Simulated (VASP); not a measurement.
# BN (R3m) in VASP: further runs, part 2 of 2

VASP 6.6.1.

### 4 Vibrations by perturbation theory, LDA

This run uses another cell than the first one, of 7.81 Å³/atom.

Input file INCAR:

```
ALGO = Normal ; EDIFF = 1E-8
ENCUT = 520 ; IBRION = 8
ISIF = 2 ; ISMEAR = 0
LASPH = True ; LCHARG = True
LEPSILON = True ; LREAL = False
LWAVE = False ; NBANDS = 11
NELM = 100 ; NSW = 1
PREC = Accurate ; SIGMA = 0.01
```

Input file KPOINTS:

```
k-points
0
Gamma
  12 12 12
```

Input file POSCAR:

```
BN
1.0
    2.4678408519      0.0024414818     -0.2372585401
   -1.2246344745      2.1425474516      0.2372696094
   -0.9563934892     -0.8784700296      2.9962270146
B N
1 1
Direct
    0.9919098603      0.9918586468     -0.0048454929
    0.6562391397      0.3240253532      0.9916504929
```

Potentials or basis: VASP PAW LDA potentials, release 64 (B, N).

Run with:

```sh
$ cat potpaw_LDA.64/B/POTCAR potpaw_LDA.64/N/POTCAR > POTCAR
$ mpirun -np 1 vasp_std > vasp.out
```

OUTCAR:

```text
EDIFF = 1E-8
   ENCUT = 520
   IBRION = 8
   ISIF = 2
   ISMEAR = 0
   LASPH = True
   LEPSILON = True
   LREAL = False
   NELM = 100
   NSW = 1
   PREC = Accurate

 ion  position               nearest neighbor table
   1  0.992  0.992  0.995-   2 1.43   2 1.43   2 1.43
   2  0.656  0.324  0.992-   1 1.43   1 1.43   1 1.43

  LATTYP: Found a trigonal (rhomboedric) cell.
 ALAT       =     3.2655435110
 COS(alpha) =     0.7118028112

  Lattice vectors:

 A1 = (   0.2868128882,   1.2665189038,   2.9962380839)
 A2 = (  -0.9563934892,  -0.8784700296,   2.9962270146)
 A3 = (   1.5114473627,  -0.8760285478,   2.7589684745)

Analysis of symmetry for initial positions (statically):
=====================================================================
 Subroutine PRICEL returns:
 Original cell was already a primitive cell.

 Routine SETGRP: Setting up the symmetry group for a
 trigonal (rhombohedral) supercell.

 Subroutine GETGRP returns: Found  6 space group operations
 (whereof  1 operations were pure point group operations)
 out of a pool of 12 trial point group operations.

The static configuration has the point symmetry C_1 .
 The point group associated with its full space group is C_3v.

Analysis of symmetry for dynamics (positions and initial velocities):
=====================================================================
 Subroutine PRICEL returns:
 Original cell was already a primitive cell.

 Routine SETGRP: Setting up the symmetry group for a
 trigonal (rhombohedral) supercell.

 Subroutine GETGRP returns: Found  6 space group operations
 (whereof  1 operations were pure point group operations)
 out of a pool of 12 trial point group operations.

The dynamic configuration has the point symmetry C_1 .
 The point group associated with its full space group is C_3v.

 Subroutine INISYM returns: Found  6 space group operations
 (whereof  1 operations are pure point group operations),
 and found     1 'primitive' translations

----------------------------------------------------------------------------------------

                                     Primitive cell

  volume of cell :      15.6238

  direct lattice vectors                    reciprocal lattice vectors
     2.467840852  0.002441482 -0.237258540     0.424223545  0.220327649  0.200010169
    -1.224634474  2.142547452  0.237269609     0.012871965  0.458741740  0.138608167
    -0.956393489 -0.878470030  2.996227015     0.032573144 -0.018880698  0.338614735

  length of vectors
     2.479220855  2.479220855  3.265543511     0.518183324  0.479397430  0.340701378

  position of ions in fractional coordinates (direct lattice)
     0.991909860  0.991858647  0.995154507
[... 527 lines left out ...]
     0.03369  0.12372 -0.02839
     0.12372  0.17544  0.01645
    -0.02839  0.01646 -0.28887

--------------------------------------- Ionic step        4  -------------------------------------------

------------------------ aborting loop because EDIFF is reached ----------------------------------------

[... ionic steps 5 to 6 ...]

--------------------------------------- Ionic step        7  -------------------------------------------

 Free energy of the ion-electron system (eV)
  ---------------------------------------------------
  ---------------------------------------------------
  free energy    TOTEN  =        -0.23333501 eV

  energy without entropy =       -0.23333501

------------------------ aborting loop because EDIFF is reached ----------------------------------------

 INTERNAL STRAIN TENSOR  FOR ION    2  DIRECTION 1   (eV/Angst):
 -----------------------------------------------------------------------------
    -0.17976-14.22542 -0.62597
   -14.23219  0.01298  1.36031
    -0.50470  1.36283  0.24897

 MACROSCOPIC STATIC DIELECTRIC TENSOR (including local field effects in DFT)
 ------------------------------------------------------
           5.269259     0.010375    -0.186053
           0.010375     5.281144     0.107844
          -0.186053     0.107844     3.352963
 ------------------------------------------------------

 PIEZOELECTRIC TENSOR (including local field effects)  for field in x, y, z        (e  Angst)
          XX          YY          ZZ          XY          YZ          ZX
  --------------------------------------------------------------------------------
  x     0.00214     0.01278    -0.02240    -1.22910     0.12072    -0.02708
  y    -1.23244     1.22379     0.01299     0.00703     0.11125     0.12072
  z     0.03274     0.17106    -0.28155     0.12072     0.01632    -0.02815

 PIEZOELECTRIC TENSOR (including local field effects)  for field in x, y, z        (C/m^2)
          XX          YY          ZZ          XY          YZ          ZX
  --------------------------------------------------------------------------------
  x     0.00219     0.01311    -0.02297    -1.26041     0.12379    -0.02777
  y    -1.26383     1.25496     0.01332     0.00721     0.11408     0.12379
  z     0.03357     0.17542    -0.28873     0.12379     0.01674    -0.02887

 BORN EFFECTIVE CHARGES (including local field effects) (in |e|, cummulative output)
 ---------------------------------------------------------------------------------
 ion    1
    1     2.65783     0.00903    -0.16185
    2     0.00903     2.66817     0.09382
    3    -0.16185     0.09382     0.99083
 ion    2
    1    -2.65783    -0.00903     0.16185
    2    -0.00903    -2.66817    -0.09382
    3     0.16185    -0.09382    -0.99083

 INTERNAL STRAIN TENSOR FOR ION    2 for displacements in x,y,z  (eV/Angst):
          X           Y           Z          XY          YZ          ZX
  --------------------------------------------------------------------------------
  x    -0.17316     0.00647     0.24888   -14.22655     1.36195    -0.62408
  y   -14.19611    14.29271    -0.14424     0.04753     1.05564     1.36195
  z    -1.05093     0.50972     1.39566     1.36195    -0.16804     0.30139

 SECOND DERIVATIVES (NOT SYMMETRIZED)
 ------------------------------------
               1X          1Y          1Z          2X          2Y          2Z
  1X   -43.996641   -0.172132    3.086855   43.996641    0.172132   -3.086855
  1Y    -0.172132  -44.193830   -1.789265    0.172132   44.193830    1.789265
  1Z     3.086855   -1.789265  -12.203836   -3.086855    1.789265   12.203836
  2X    43.982589    0.172159   -3.087343  -43.982589   -0.172159    3.087343
  2Y     0.172159   44.179809    1.789548   -0.172159  -44.179809   -1.789548
  2Z    -3.087343    1.789548   12.184755    3.087343   -1.789548  -12.184755

 Eigenvectors and eigenvalues of the dynamical matrix
 ----------------------------------------------------

   1 f  =   42.122074 THz   264.660796 2PiTHz 1405.041150 cm-1   174.202822 meV
             X         Y         Z           dx          dy          dz
      0.281452  1.253313  2.981708     0.376706    0.649965    0.000004
      0.274273 -0.175293  2.892393    -0.330969   -0.571050   -0.000003
[... 21 lines left out ...]
   6 f/i=    0.008746 THz     0.054953 2PiTHz    0.291735 cm-1     0.036171 meV
             X         Y         Z           dx          dy          dz
      0.281452  1.253313  2.981708     0.063081   -0.036564    0.655745
      0.274273 -0.175293  2.892393     0.071846   -0.041645    0.746851

--------------------------------------------------------------------------------------------------------

 MACROSCOPIC STATIC DIELECTRIC TENSOR IONIC CONTRIBUTION
 ------------------------------------------------------
           1.860467     0.005009    -0.089825
           0.005009     1.866205     0.052066
          -0.089825     0.052066     0.935307
 ------------------------------------------------------

 ELASTIC MODULI CONTR FROM IONIC RELAXATION (kBar)
 Direction    XX          YY          ZZ          XY          YZ          ZX
 --------------------------------------------------------------------------------
 XX        -463.2798    464.2167      1.0938     -0.7223     33.7468     44.9058
 YY         464.2167   -467.5652      5.4620     -3.0189    -33.9789    -44.5261
 ZZ           1.0938      5.4620    -17.9378      3.8135      0.9870     -1.6820
 XY          -0.7223     -3.0189      3.8135   -466.4596     44.6547    -20.5638
 YZ          33.7468    -33.9789      0.9870     44.6547     -6.8374     -1.1586
 ZX          44.9058    -44.5261     -1.6820    -20.5638     -1.1586     -5.4355
 --------------------------------------------------------------------------------

 PIEZOELECTRIC TENSOR IONIC CONTR  for field in x, y, z        (C/m^2)
          XX          YY          ZZ          XY          YZ          ZX
  --------------------------------------------------------------------------------
  x     0.01104     0.00008    -0.01847     0.87463    -0.08353     0.03652
  y     0.87252    -0.87896     0.01070    -0.00308    -0.06415    -0.08353
  z     0.06931    -0.02641    -0.11937    -0.08353     0.01253    -0.02210
```

OSZICAR:

```text
N       E                     dE             d eps       ncg     rms          rms(c)
DAV:   1     0.939908030737E+01    0.93991E+01   -0.48461E+03  4262   0.698E+02
DAV:   2    -0.206895421820E+02   -0.30089E+02   -0.28816E+02  4838   0.152E+02
DAV:   3    -0.212561118366E+02   -0.56657E+00   -0.56580E+00  5137   0.183E+01
DAV:   4    -0.212572159871E+02   -0.11042E-02   -0.11041E-02  4516   0.966E-01
[... 129 lines left out ...]
RMM:   9    -0.233335001667E+00    0.82648E-07    0.12319E-07 48282   0.127E-04    0.823E-06
RMM:  10    -0.233335025739E+00   -0.24073E-07    0.11158E-07 48661   0.120E-04    0.188E-06
RMM:  11    -0.233335011057E+00    0.14682E-07    0.90860E-08 45916   0.119E-04    0.607E-07
RMM:  12    -0.233335014741E+00   -0.36839E-08    0.10470E-07 42932   0.118E-04    0.101E-07
RMM:  13    -0.233335014134E+00    0.60761E-09    0.93974E-08 41524   0.118E-04    0.335E-08
 Linear response finished
```

Wall time 10 min (1 thread of Intel Xeon Platinum 8259CL at 2.50GHz (Skylake/Cascade Lake), shared host); peak memory 0.41 GiB.

Results:

- Electronic dielectric tensor (diagonal): 5.27, 5.28, 3.35
- Born charges (mean of the diagonal): B +2.11; N -2.11 e
- Highest phonon frequency at Γ, LO-TO splitting left out: 1405 cm⁻¹

Phonon frequencies in cm⁻¹ (negative: imaginary):
```csv
q point,frequencies
"(0.000, 0.000, 0.000)",0 0 0 725 1405 1405
```

Electronic dielectric tensor:
```
 5.27  0.01 -0.19
 0.01  5.28  0.11
-0.19  0.11  3.35
```

Born effective charge tensors (e):
atom 1, B
```
 2.66  0.01 -0.16
 0.01  2.67  0.09
-0.16  0.09  0.99
```
atom 2, N
```
-2.66 -0.01  0.16
-0.01 -2.67 -0.09
 0.16 -0.09 -0.99
```

Caveat: the cell stands under pressure or tension, which shifts response properties.
